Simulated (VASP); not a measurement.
# Al (P6_3/mmc) in VASP: a series of runs

Runs on Al. Level: r2SCAN. Tasks: single point.

Program: VASP 6.6.1. These are calculated values, not measurements. Logs are shortened: lines on timing, memory, paths and dates and some standing lists are left out, and cuts for length are marked.

## 1. The cell of the first run

It takes space group P6_3/mmc (No. 194, hexagonal). The conventional cell has a = 2.756 Å, b = 2.756 Å, c = 4.575 Å, α = 90.00°, β = 90.00°, γ = 120.00°. Within 3.6 Å of Al (site symmetry -6m2) lie 12 Al at 2.76 to 2.79 Å.

This isn't the form of Al at room conditions, which is fcc.

## 2. Single point, r2SCAN (15.05 Å³/atom)

POSCAR reads:

```
Al
1.0
    2.7562196009      0.0000000000      0.0000000000
   -1.3781098004      2.3869561928      0.0000000000
    0.0000000000      0.0000000000      4.5751869918
Al
2
Direct
    0.6666666667      0.3333333333      0.7500000000
    0.3333333333      0.6666666667      0.2500000000
```

INCAR.step1 reads:

```
PREC = Accurate
ENCUT = 520
ISMEAR = 0
SIGMA = 0.1
LREAL = False
LASPH = True
NELM = 100
NBANDS = 10
GGA = PE
ALGO = Normal
EDIFF = 1E-4
LWAVE = True
LCHARG = False
```

INCAR.step2 reads:

```
PREC = Accurate
ENCUT = 520
EDIFF = 1E-6
ISMEAR = 0
SIGMA = 0.1
LREAL = False
LASPH = True
NELM = 100
ALGO = Normal
ISIF = 2
LWAVE = False
LCHARG = False
METAGGA = R2SCAN
LMIXTAU = True
NBANDS = 10
ISTART = 1
```

KPOINTS reads:

```
regular mesh
0
Gamma
  18 18 10
```

Potentials or basis: VASP PAW PBE potentials, release 64 (Al).

Started as:

```bash
cat potpaw_PBE.64/Al/POTCAR > POTCAR
cp INCAR.step1 INCAR
mpirun -np 1 vasp_std > vasp.out
cp INCAR.step2 INCAR
mpirun -np 1 vasp_std > vasp.out
```

OUTCAR:

```text
PREC = Accurate
   ENCUT = 520
   EDIFF = 1E-6
   ISMEAR = 0
   LREAL = False
   LASPH = True
   NELM = 100
   ISIF = 2
   METAGGA = R2SCAN
   ISTART = 1

 ion  position               nearest neighbor table
   1  0.667  0.333  0.750-   2 2.79   2 2.79   2 2.79   2 2.79   2 2.79   2 2.79
   2  0.333  0.667  0.250-   1 2.79   1 2.79   1 2.79   1 2.79   1 2.79   1 2.79

  LATTYP: Found a hexagonal cell.
 ALAT       =     2.7562196009
 C/A-ratio  =     1.6599500962

  Lattice vectors:

 A1 = (   2.7562196009,   0.0000000000,   0.0000000000)
 A2 = (  -1.3781098004,   2.3869561928,   0.0000000000)
 A3 = (   0.0000000000,   0.0000000000,   4.5751869918)

Analysis of symmetry for initial positions (statically):
=====================================================================
 Subroutine PRICEL returns:
 Original cell was already a primitive cell.

 Routine SETGRP: Setting up the symmetry group for a
 hexagonal supercell.

 Subroutine GETGRP returns: Found 24 space group operations
 (whereof 12 operations were pure point group operations)
 out of a pool of 24 trial point group operations.

The static configuration has the point symmetry D_3d.
 The point group associated with its full space group is D_6h.

Analysis of symmetry for dynamics (positions and initial velocities):
=====================================================================
 Subroutine PRICEL returns:
 Original cell was already a primitive cell.

 Routine SETGRP: Setting up the symmetry group for a
 hexagonal supercell.

 Subroutine GETGRP returns: Found 24 space group operations
 (whereof 12 operations were pure point group operations)
 out of a pool of 24 trial point group operations.

The dynamic configuration has the point symmetry D_3d.
 The point group associated with its full space group is D_6h.

 Subroutine INISYM returns: Found 24 space group operations
 (whereof 12 operations are pure point group operations),
 and found     1 'primitive' translations

----------------------------------------------------------------------------------------

                                     Primitive cell

  volume of cell :      30.1000

  direct lattice vectors                    reciprocal lattice vectors
     2.756219601  0.000000000  0.000000000     0.362815793  0.209471796  0.000000000
    -1.378109800  2.386956193  0.000000000     0.000000000  0.418943591  0.000000000
     0.000000000  0.000000000  4.575186992     0.000000000  0.000000000  0.218570301

  length of vectors
[... 83 lines left out ...]
   LREAL  =      F    real-space projection
   EDIFFG = 0.1E-04   stopping-criterion for IOM
   NSW    =      0    number of steps for IOM
   IBRION =     -1    ionic relax: 0-MD 1-quasi-New 2-CG
   NFREE  =      0    steps in history (QN), initial steepest desc. (CG)
   ISIF   =      2    stress and relaxation
   ISYM   =      2    0-nonsym 1-usesym 2-fastsym
   POTIM  = 0.5000    time-step for ionic-motion
   TEBEG  =    0.0;   TEEND  =   0.0 temperature during run
   PSTRESS=    0.0 pullay stress
   NELECT =       6.0000    total number of electrons
   NUPDOWN=      -1.0000    fix difference up-down
   EMIN   =  10.00;   EMAX   =-10.00  energy-range for DOS
   EFERMI =   0.00;   METHOD = LEGACY
   ISMEAR =     0;   SIGMA  =   0.10  broadening in eV -4-tet -1-fermi 0-gaus
   EFERMI_NEDOS =   21; number of points for ismear=-14 and -15
   IALGO  =     38    algorithm
   IMIX   =      4    mixing-type and parameters
     AMIX     =   0.40;   BMIX     =  1.00
     AMIX_MAG =   1.60;   BMIX_MAG =  1.00
  volume/ion in A,a.u.               =      15.05       101.56
  Fermi-wavevector in a.u.,A,eV,Ry     =   0.956319  1.807181 12.443159  0.914546
  Thomas-Fermi vector in A             =   2.085237
   LORBIT       =      0    0 simple, 1 ext, 2 COOP (PROOUT), +10 PAW based schemes
   METAGGA = R2SCAN    functional components
   LHFCALC =     F    Hartree Fock is set to
   AEXX    =    0.0000 exact exchange contribution
   IVDW    =     0    specifies the selected vdW correction
   LEPSILON=     F    determine dielectric tensor
   LRPA    =     F    only Hartree local field effects (RPA)
 non-spin polarized calculation
 Gauss-broadening in eV      SIGMA  =   0.10
  energy-cutoff  :      520.00
  volume of cell :       30.10
 maximum number of plane-waves:       826
   NGX = 11   NGY = 11   NGZ = 17

 number of electron       6.0000000 magnetization

 Free energy of the ion-electron system (eV)
  ---------------------------------------------------
  ext. energy  EPLUGINS =         0.00000000
  ---------------------------------------------------
  free energy    TOTEN  =       -13.36591624 eV

  energy without entropy =      -13.36146916  energy(sigma->0) =      -13.36369270

 E-fermi :   9.0241     XC(G=0): -11.2577

 val. band max:        9.0176151696   @ k =   0.3889   0.0000   0.4000
 cond. band min:       9.0281616820   @ k =   0.2778   0.2222   0.5000
 fundamental gap:      0.0105465124
 Fermi energy:         9.0241395851

 k-point     1 :       0.0000    0.0000    0.0000
  band No.  band energies     occupation
      1      -3.5041      2.00000
      2       3.5202      2.00000
      3       4.1250      2.00000
      4      21.4122      0.00000
      5      21.4122      0.00000
      6      21.4405      0.00000
      7      21.4405      0.00000
      8      22.0406      0.00000
      9      25.1097      0.00000
     10      25.2293      0.00000
[... 287 lines left out ...]
 k-point    24 :       0.3889    0.1111    0.0000
  band No.  band energies     occupation
      1       2.0650      2.00000
      2       4.9120      2.00000
      3       8.7955      1.99878
      4       9.5359      0.00000
      5      11.5136      0.00000
      6      11.7347      0.00000
      7      13.9217      0.00000
      8      18.8968      0.00000
      9      19.7307      0.00000
     10      21.1194      0.00000

 [... further k-points ...]
[... 5 lines left out ...]
  --------------------------------------------------------------------------------------
  -------------------------------------------------------------------------------------
  Total        1.1081403      1.1081403      1.0916744      0.0000000      0.0000000     -0.0000000
  in kB       58.9845417     58.9845417     58.1080897      0.0000000      0.0000000     -0.0000000
  external PRESSURE =      58.6923910 kB  Pullay stress =       0.0000000 kB

 VOLUME and BASIS-vectors are now :
 -----------------------------------------------------------------------------
  energy-cutoff  :      520.00
  volume of cell :       30.10
      direct lattice vectors                 reciprocal lattice vectors
     2.756219601  0.000000000  0.000000000     0.362815793  0.209471796  0.000000000
    -1.378109800  2.386956193  0.000000000     0.000000000  0.418943591  0.000000000
     0.000000000  0.000000000  4.575186992     0.000000000  0.000000000  0.218570301

 POSITION                                       TOTAL-FORCE (eV/Angst)
 -----------------------------------------------------------------------------------
      1.37811      0.79565      3.43139        -0.000000      0.000000      0.000000
     -0.00000      1.59130      1.14380         0.000000     -0.000000      0.000000
 -----------------------------------------------------------------------------------
    total drift:                                0.000000     -0.000000     -0.000000

  FREE ENERGIE OF THE ION-ELECTRON SYSTEM (eV)
  ---------------------------------------------------
  free  energy   TOTEN  =       -13.3659162433 eV

  energy  without entropy=      -13.3614691631  energy(sigma->0) =      -13.36369270
```

OUTCAR.step1:

```text
PREC = Accurate
   ENCUT = 520
   ISMEAR = 0
   LREAL = False
   LASPH = True
[... 536 lines left out ...]
      1.37811      0.79565      3.43139        -0.000000      0.000000      0.000000
     -0.00000      1.59130      1.14380         0.000000     -0.000000      0.000000
 -----------------------------------------------------------------------------------
    total drift:                                0.000000     -0.000000     -0.000000

  FREE ENERGIE OF THE ION-ELECTRON SYSTEM (eV)
  ---------------------------------------------------
  free  energy   TOTEN  =        -7.3405401102 eV

  energy  without entropy=       -7.3353244706  energy(sigma->0) =       -7.33793229
```

Run time: 71 s. Hardware: 1 thread of Intel Xeon 6975P-C (Granite Rapids), shared host; peak memory 0.17 GiB.

Results:

```yaml
Free_energy: -13.3659 eV
Pressure: 5.9 GPa
Band_gap_on_the_k_mesh: zero (bands 3 and 4 overlap by 7.83 eV)
```

Caveat: the cell stands under pressure; the PAW data sets were made with another functional, which shifts forces and pressure a little.

(Continued in part 2 of 2.)
